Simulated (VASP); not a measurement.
# SnO2 (R3m) in VASP: further runs

Runs on SnO2. Level: LDA. Tasks: single point.

Program: VASP 6.6.1. These are calculated values, not measurements. Logs are shortened: lines on timing, memory, paths and dates and some standing lists are left out, and cuts for length are marked.

## Step 1: The cell of the first run

The typed cell holds 12 atoms: a = 5.595 Å, b = 5.595 Å, c = 5.595 Å, α = 67.52°, β = 67.52°, γ = 67.52°.

## Step 2: Single point, LDA

Contents of INCAR:

```
PREC = Accurate ; ENCUT = 520
EDIFF = 1E-6 ; ISMEAR = 0
SIGMA = 0.05 ; LREAL = F
LASPH = T ; NELM = 80
ALGO = Normal ; ISIF = 2
LWAVE = F ; LCHARG = F
GGA = CA ; NBANDS = 64
```

Contents of KPOINTS:

```
Automatic mesh
0
Gamma
  6 6 6
```

Contents of POSCAR:

```
SnO2
1.0
    3.1092000000      1.7950974570      4.2912000000
   -3.1092000000      1.7950974570      4.2912000000
    0.0000000000     -3.5901949139      4.2912000000
Sn O
4 8
Direct
    0.8645353782      0.8645353782      0.8645353782
    0.3648691645      0.3648691645      0.8648751974
    0.3648691645      0.8648751974      0.3648691645
    0.8648751974      0.3648691645      0.3648691645
    0.1199116729      0.6196051221      0.6196051221
    0.6196051221      0.1199116729      0.6196051221
    0.6196051221      0.6196051221      0.1199116729
    0.6099370359      0.6099370359      0.6099370359
    0.1198492242      0.1198492242      0.1198492242
    0.1096932183      0.1096932183      0.6100024814
    0.1096932183      0.6100024814      0.1096932183
    0.6100024814      0.1096932183      0.1096932183
```

Potentials or basis: VASP PAW LDA potentials, release 64 (Sn_d, O).

Started as:

```
cat potpaw_LDA.64/Sn_d/POTCAR potpaw_LDA.64/O/POTCAR > POTCAR
mpirun -np 1 vasp_std > vasp.out
```

OUTCAR:

```text
PREC = Accurate
   ENCUT = 520
   EDIFF = 1E-6
   ISMEAR = 0
   LREAL = F
   LASPH = T
   NELM = 80
   ISIF = 2
   GGA = CA

 ion  position               nearest neighbor table
   1  0.865  0.865  0.865-   5 2.06   6 2.06   7 2.06  11 2.06  12 2.06  10 2.06   2 3.11   2 3.11
                             3 3.11   4 3.11   3 3.11   4 3.11
   2  0.365  0.365  0.865-  11 2.06  12 2.06   9 2.06   8 2.06   5 2.06   6 2.06   3 3.11   4 3.11
                             1 3.11   1 3.11   4 3.11   3 3.11
   3  0.365  0.865  0.365-  10 2.06  12 2.06   9 2.06   8 2.06   7 2.06   5 2.06   4 3.11   2 3.11
                             1 3.11   1 3.11   4 3.11   2 3.11
   4  0.865  0.365  0.365-  10 2.06  11 2.06   9 2.06   8 2.06   7 2.06   6 2.06   3 3.11   2 3.11
                             1 3.11   1 3.11   3 3.11   2 3.11
   5  0.120  0.620  0.620-   1 2.06   2 2.06   3 2.06
   6  0.620  0.120  0.620-   1 2.06   2 2.06   4 2.06
   7  0.620  0.620  0.120-   1 2.06   3 2.06   4 2.06
   8  0.610  0.610  0.610-   3 2.06   4 2.06   2 2.06
   9  0.120  0.120  0.120-   3 2.06   4 2.06   2 2.06
  10  0.110  0.110  0.610-   3 2.06   4 2.06   1 2.06
  11  0.110  0.610  0.110-   2 2.06   4 2.06   1 2.06
  12  0.610  0.110  0.110-   2 2.06   3 2.06   1 2.06

  LATTYP: Found a trigonal (rhomboedric) cell.
 ALAT       =     5.5949885576
 COS(alpha) =     0.3823692525

  Lattice vectors:

 A1 = (   3.1092000000,   1.7950974570,   4.2912000000)
 A2 = (  -3.1092000000,   1.7950974570,   4.2912000000)
 A3 = (   0.0000000000,  -3.5901949139,   4.2912000000)

Analysis of symmetry for initial positions (statically):
=====================================================================
 Subroutine PRICEL returns:
 Original cell was already a primitive cell.

 Routine SETGRP: Setting up the symmetry group for a
 trigonal (rhombohedral) supercell.

 Subroutine GETGRP returns: Found  6 space group operations
 (whereof  6 operations were pure point group operations)
 out of a pool of 12 trial point group operations.

The static configuration has the point symmetry C_3v.

Analysis of symmetry for dynamics (positions and initial velocities):
=====================================================================
 Subroutine PRICEL returns:
 Original cell was already a primitive cell.

 Routine SETGRP: Setting up the symmetry group for a
 trigonal (rhombohedral) supercell.

 Subroutine GETGRP returns: Found  6 space group operations
 (whereof  6 operations were pure point group operations)
 out of a pool of 12 trial point group operations.

The dynamic configuration has the point symmetry C_3v.

 Subroutine INISYM returns: Found  6 space group operations
 (whereof  6 operations are pure point group operations),
 and found     1 'primitive' translations

----------------------------------------------------------------------------------------

                                     Primitive cell

  volume of cell :     143.7033

  direct lattice vectors                    reciprocal lattice vectors
     3.109200000  1.795097457  4.291200000     0.160813071  0.092845470  0.077678349
    -3.109200000  1.795097457  4.291200000    -0.160813071  0.092845470  0.077678349
     0.000000000 -3.590194914  4.291200000     0.000000000 -0.185690940  0.077678349

  length of vectors
     5.594988558  5.594988558  5.594988558     0.201283509  0.201283509  0.201283509

  position of ions in fractional coordinates (direct lattice)
     0.864535378  0.864535378  0.864535378
     0.364869164  0.364869164  0.864875197
     0.364869164  0.864875197  0.364869164
     0.864875197  0.364869164  0.364869164
     0.119911673  0.619605122  0.619605122
     0.619605122  0.119911673  0.619605122
     0.619605122  0.619605122  0.119911673
     0.609937036  0.609937036  0.609937036
     0.119849224  0.119849224  0.119849224
     0.109693218  0.109693218  0.610002481
     0.109693218  0.610002481  0.109693218
     0.610002481  0.109693218  0.109693218

  ion indices of the primitive-cell ions
   primitive index   ion index
                 1           1
                 2           2
                 3           3
                 4           4
                 5           5
                 6           6
                 7           7
                 8           8
                 9           9
                10          10
                11          11
                12          12

----------------------------------------------------------------------------------------

 KPOINTS: Automatic mesh

Automatic generation of k-mesh.
 Grid dimensions read from file:
 generate k-points for:    6    6    6

 Generating k-lattice:

  Cartesian coordinates                     Fractional coordinates (reciprocal lattice)
     0.026802178  0.015474245  0.012946392     0.166666667  0.000000000  0.000000000
    -0.026802178  0.015474245  0.012946392     0.000000000  0.166666667  0.000000000
     0.000000000 -0.030948490  0.012946392    -0.000000000 -0.000000000  0.166666667

  Length of vectors
     0.033547252  0.033547252  0.033547252

  Shift w.r.t. Gamma in fractional coordinates (k-lattice)
     0.000000000  0.000000000  0.000000000

 Subroutine IBZKPT returns following result:
 ===========================================

 Found     32 irreducible k-points:

 Following reciprocal coordinates:
            Coordinates               Weight
  0.000000  0.000000  0.000000      1.000000
  0.166667  0.000000  0.000000      6.000000
  0.333333  0.000000  0.000000      6.000000
  0.500000  0.000000  0.000000      3.000000
  0.166667  0.166667  0.000000      6.000000
  0.333333  0.166667  0.000000     12.000000
[... 16 lines left out ...]
  0.500000  0.500000  0.166667      6.000000
 -0.333333  0.500000  0.166667     12.000000
 [... further k-points ...]
   k-points           NKPTS =     32   k-points in BZ     NKDIM =     32   number of bands    NBANDS=     64
   number of dos      NEDOS =    301   number of ions     NIONS =     12
   total plane-waves  NPLWV =  74088
   dimension x,y,z NGX =    42 NGY =   42 NGZ =   42
   dimension x,y,z NGXF=    84 NGYF=   84 NGZF=   84
   ions per type =               4   8
   NGX,Y,Z   is equivalent  to a cutoff of  12.48, 12.48, 12.48 a.u.
   NGXF,Y,Z  is equivalent  to a cutoff of  24.96, 24.96, 24.96 a.u.
 SYSTEM =  unknown system
   PREC   = accura    normal or accurate (medium, high low for compatibility)
   ISTART =      0    job   : 0-new  1-cont  2-samecut
   ICHARG =      2    charge: 1-file 2-atom 10-const
   ISPIN  =      1    spin polarized calculation?
   LNONCOLLINEAR =      F non collinear calculations
   LSORBIT =      F    spin-orbit coupling
   LASPH  =      T    aspherical Exc in radial PAW
   ENCUT  =  520.0 eV  38.22 Ry    6.18 a.u.  10.40 10.40 10.40*2*pi/ulx,y,z
   NELM   =     80;   NELMIN=  2; NELMDL= -5     # of ELM steps
   EDIFF  = 0.1E-05   stopping-criterion for ELM
   LREAL  =      F    real-space projection
   EDIFFG = 0.1E-04   stopping-criterion for IOM
   NSW    =      0    number of steps for IOM
   IBRION =     -1    ionic relax: 0-MD 1-quasi-New 2-CG
   NFREE  =      0    steps in history (QN), initial steepest desc. (CG)
   ISIF   =      2    stress and relaxation
   ISYM   =      2    0-nonsym 1-usesym 2-fastsym
   POTIM  = 0.5000    time-step for ionic-motion
   TEBEG  =    0.0;   TEEND  =   0.0 temperature during run
   PSTRESS=    0.0 pullay stress
   NELECT =     104.0000    total number of electrons
   NUPDOWN=      -1.0000    fix difference up-down
   EMIN   =  10.00;   EMAX   =-10.00  energy-range for DOS
   EFERMI =   0.00;   METHOD = LEGACY
   ISMEAR =     0;   SIGMA  =   0.05  broadening in eV -4-tet -1-fermi 0-gaus
   EFERMI_NEDOS =   21; number of points for ismear=-14 and -15
   IALGO  =     38    algorithm
   IMIX   =      4    mixing-type and parameters
     AMIX     =   0.40;   BMIX     =  1.00
     AMIX_MAG =   1.60;   BMIX_MAG =  1.00
  volume/ion in A,a.u.               =      11.98        80.81
  Fermi-wavevector in a.u.,A,eV,Ry     =   1.469819  2.777554 29.393570  2.160366
  Thomas-Fermi vector in A             =   2.585150
   LORBIT       =      0    0 simple, 1 ext, 2 COOP (PROOUT), +10 PAW based schemes
   GGA     = CA    functional components
   LHFCALC =     F    Hartree Fock is set to
   AEXX    =    0.0000 exact exchange contribution
   IVDW    =     0    specifies the selected vdW correction
   LEPSILON=     F    determine dielectric tensor
   LRPA    =     F    only Hartree local field effects (RPA)
 non-spin polarized calculation
 Gauss-broadening in eV      SIGMA  =   0.05
  energy-cutoff  :      520.00
  volume of cell :      143.70
 maximum number of plane-waves:      3933
 NGX is ok and might be reduce to    42
   NGX = 21   NGY = 21   NGZ = 21

 number of electron     104.0000020 magnetization

 Free energy of the ion-electron system (eV)
  ---------------------------------------------------
  ext. energy  EPLUGINS =         0.00000000
  ---------------------------------------------------
  free energy    TOTEN  =       -81.86323801 eV

  energy without entropy =      -81.86323801  energy(sigma->0) =      -81.86323801

 E-fermi :   5.6215     XC(G=0): -11.7036

 val. band max:        5.3874672154   @ k =   0.0000   0.0000   0.0000
 cond. band min:       7.6245926819   @ k =   0.0000   0.0000   0.0000
 fundamental gap:      2.2371254665
 Fermi energy:         5.6214885856

 k-point     1 :       0.0000    0.0000    0.0000
  band No.  band energies     occupation
      1     -15.5013      2.00000
      2     -15.5012      2.00000
      3     -15.5012      2.00000
      4     -14.7913      2.00000
      5     -14.4330      2.00000
      6     -14.4330      2.00000
[... 1597 lines left out ...]
     63      15.4691      0.00000
     64      15.7791      0.00000

 [... further k-points ...]

------------------------ aborting loop because EDIFF is reached ----------------------------------------

  FORCE on cell =-STRESS in cart. coord.  units (eV):
  Direction    XX          YY          ZZ          XY          YZ          ZX
  --------------------------------------------------------------------------------------
  -------------------------------------------------------------------------------------
  Total       12.5370635     12.5370635      1.4392885      0.0000000      0.0000000      0.0000000
  in kB      139.7782859    139.7782859     16.0469219      0.0000000      0.0000000      0.0000000
  external PRESSURE =      98.5344979 kB  Pullay stress =       0.0000000 kB

 VOLUME and BASIS-vectors are now :
 -----------------------------------------------------------------------------
  energy-cutoff  :      520.00
  volume of cell :      143.70
      direct lattice vectors                 reciprocal lattice vectors
     3.109200000  1.795097457  4.291200000     0.160813071  0.092845470  0.077678349
    -3.109200000  1.795097457  4.291200000    -0.160813071  0.092845470  0.077678349
     0.000000000 -3.590194914  4.291200000     0.000000000 -0.185690940  0.077678349

 POSITION                                       TOTAL-FORCE (eV/Angst)
 -----------------------------------------------------------------------------------
      0.00000      0.00000     11.12968        -0.000000      0.000000      0.004626
      0.00000     -1.79512      6.84281        -0.000000      0.001169     -0.001491
     -1.55462      0.89756      6.84281         0.001012     -0.000584     -0.001491
      1.55462      0.89756      6.84281        -0.001012     -0.000584     -0.001491
     -1.55365     -0.89700      5.83226         0.001361      0.000786     -0.146461
      1.55365     -0.89700      5.83226        -0.001361      0.000786     -0.146461
      0.00000      1.79400      5.83226        -0.000000     -0.001572     -0.146461
      0.00000      0.00000      7.85209        -0.000000      0.000000      0.144457
      0.00000      0.00000      1.54289        -0.000000     -0.000000     -0.150491
      0.00000     -1.79621      3.55907        -0.000000     -0.001412      0.148422
     -1.55556      0.89810      3.55907        -0.001223      0.000706      0.148422
      1.55556      0.89810      3.55907         0.001223      0.000706      0.148422
 -----------------------------------------------------------------------------------
    total drift:                                0.000000     -0.000000     -0.000738

  FREE ENERGIE OF THE ION-ELECTRON SYSTEM (eV)
  ---------------------------------------------------
  free  energy   TOTEN  =       -81.8632380067 eV

  energy  without entropy=      -81.8632380067  energy(sigma->0) =      -81.86323801
```

Run time: 5 min. Hardware: 1 thread of Intel Xeon Platinum 8259CL at 2.50GHz (Skylake/Cascade Lake), shared host; peak memory 0.34 GiB.

What came out:

- Free energy: -81.8632 eV
- Pressure: 9.9 GPa
- Largest force: 0.150 eV/Å
- Band gap on the k mesh: 2.24 eV

Forces on the atoms (eV/Å):
```
Sn   0.000  0.000  0.005
Sn   0.000  0.001 -0.001
Sn   0.001 -0.001 -0.001
Sn  -0.001 -0.001 -0.001
O    0.001  0.001 -0.146
O   -0.001  0.001 -0.146
O    0.000 -0.002 -0.146
O    0.000  0.000  0.144
O    0.000  0.000 -0.150
O    0.000 -0.001  0.148
O   -0.001  0.001  0.148
O    0.001  0.001  0.148
```

Stress tensor (GPa, compression positive):
```
13.98  0.00  0.00
 0.00 13.98  0.00
 0.00  0.00  1.60
```

Caveat: the cell stands under pressure; spin-orbit coupling is left out, which moves the levels of the heavy elements.

## Step 3: Single point, LDA

This run uses another cell than the first one, of 12.05 Å³/atom.

Contents of INCAR:

```
SYSTEM = SnO2
ALGO = Normal
EDIFF = 1E-6
ENCUT = 520
GGA = CA
ISIF = 2
ISMEAR = 0
LASPH = .TRUE.
LCHARG = .FALSE.
LREAL = .FALSE.
LWAVE = .FALSE.
NBANDS = 64
NELM = 80
PREC = Accurate
SIGMA = 0.05
```

Contents of KPOINTS:

```
k-points
0
G
  6 6 6
  0 0 0
```

Edit POSCAR of step 2 so:

```diff
@@ -2,5 +2,5 @@
 1.0
-    3.1092000000      1.7950974570      4.2912000000
-   -3.1092000000      1.7950974570      4.2912000000
-    0.0000000000     -3.5901949139      4.2912000000
+    3.1573000000      1.8228680049      4.1890333333
+   -3.1573000000      1.8228680049      4.1890333333
+    0.0000000000     -3.6457360098      4.1890333333
 Sn O
```

Potentials or basis: VASP PAW LDA potentials, release 64 (Sn_d, O).

Started as:

```
cat potpaw_LDA.64/Sn_d/POTCAR potpaw_LDA.64/O/POTCAR > POTCAR
mpirun -np 1 vasp_std > vasp.out
```

Wall time 4.9 min (1 thread of Intel Xeon Platinum 8259CL at 2.50GHz (Skylake/Cascade Lake), shared host); peak memory 0.34 GiB.

Results (log left out):

- Free energy: -82.1306 eV
- Pressure: 5.4 GPa
- Largest force: 0.117 eV/Å
- Band gap on the k mesh: 1.93 eV

Forces in eV/Å, atoms in the order of the input:
```
Sn   0.000  0.000  0.004
Sn   0.000  0.000 -0.001
Sn   0.000  0.000 -0.001
Sn   0.000  0.000 -0.001
O    0.001  0.000 -0.115
O   -0.001  0.000 -0.115
O    0.000 -0.001 -0.115
O    0.000  0.000  0.114
O    0.000  0.000 -0.117
O    0.000 -0.001  0.116
O    0.000  0.000  0.116
O    0.000  0.000  0.116
```

Stress tensor (GPa, compression positive):
```
7.52 0.00 0.00
0.00 7.52 0.00
0.00 0.00 1.12
```

Levels at points of the mesh, in eV from the valence-band top:
```tsv
k point	band 49	band 50	band 51	band 52	band 53	band 54	band 55	band 56
(0.00, 0.00, 0.00)	-0.01	-0.01	-0.01	0.00	1.93	5.11	5.11	5.11
(0.50, 0.00, 0.00)	-0.41	-0.41	-0.06	-0.06	4.54	4.55	6.08	6.08
(0.50, 0.50, 0.00)	-0.67	-0.66	-0.16	-0.16	4.99	4.99	6.08	6.08
(0.50, 0.50, 0.50)	-1.04	-1.01	-1.01	-1.01	3.98	5.80	5.80	5.80
```

Caveat: the cell stands under pressure; spin-orbit coupling is left out, which moves the levels of the heavy elements.

## Step 4: Single point, LDA

This run uses another cell than the first one, of 10.83 Å³/atom.

Contents of INCAR:

```
SYSTEM = SnO2
ALGO = Normal ; EDIFF = 1E-6
ENCUT = 520 ; GGA = CA
ISIF = 2 ; ISMEAR = 0
LASPH = .True. ; LCHARG = .False.
LREAL = .False. ; LWAVE = .False.
NBANDS = 64 ; NELM = 60
PREC = Accurate ; SIGMA = 0.05
```

Contents of KPOINTS:

```
k-points
0
Gamma
  6 6 6
  0 0 0
```

Edit POSCAR of step 3 so:

```diff
@@ -2,5 +2,5 @@
 1.0
-    3.1573000000      1.8228680049      4.1890333333
-   -3.1573000000      1.8228680049      4.1890333333
-    0.0000000000     -3.6457360098      4.1890333333
+    3.1092000000      1.7950974570      3.8825333333
+   -3.1092000000      1.7950974570      3.8825333333
+    0.0000000000     -3.5901949139      3.8825333333
 Sn O
```

Started as:

```
cat potpaw_LDA.64/Sn_d/POTCAR potpaw_LDA.64/O/POTCAR > POTCAR
mpirun -np 1 vasp_std > vasp.out
```

Run time: 2 min. Hardware: 1 thread of Intel Xeon Platinum 8559C (Emerald Rapids), shared host; peak memory 0.31 GiB.

The run converged. Its results:

```yaml
Free_energy: -81.0053 eV
Pressure: 28.1 GPa
Largest_force: 1.516 eV/Å
Band_gap_on_the_k_mesh: 2.46 eV
```

Forces in eV/Å, atoms in the order of the input:
```
Sn   0.000  0.000 -0.003
Sn   0.000 -0.002  0.002
Sn  -0.002  0.001  0.002
Sn   0.002  0.001  0.002
O    0.003  0.002 -1.516
O   -0.003  0.002 -1.516
O    0.000 -0.003 -1.516
O    0.000  0.000  1.515
O    0.000  0.000 -1.516
O    0.000 -0.003  1.515
O   -0.002  0.001  1.515
O    0.002  0.001  1.515
```

Stress tensor (GPa, compression positive):
```
32.78  0.00  0.00
 0.00 32.78  0.00
 0.00  0.00 18.61
```

Levels at points of the mesh, in eV from the valence-band top:
| k point | band 50 | band 51 | band 52 | band 53 | band 54 | band 55 |
| --- | --- | --- | --- | --- | --- | --- |
| (0.00, 0.00, 0.00) | 0.00 | 0.00 | 0.00 | 2.46 | 5.58 | 5.58 |
| (0.50, 0.00, 0.00) | -0.34 | -0.10 | -0.10 | 5.20 | 5.20 | 6.86 |
| (0.50, 0.50, 0.00) | -0.71 | -0.18 | -0.18 | 5.76 | 5.76 | 6.83 |
| (0.50, 0.50, 0.50) | -1.18 | -1.18 | -1.18 | 4.78 | 6.64 | 6.65 |

Caveat: the cell stands under pressure; spin-orbit coupling is left out, which moves the levels of the heavy elements; forces of over 1 eV/Å act on the atoms, so gaps and moduli don't describe the material at rest.

(Continued in part 2 of 2.)
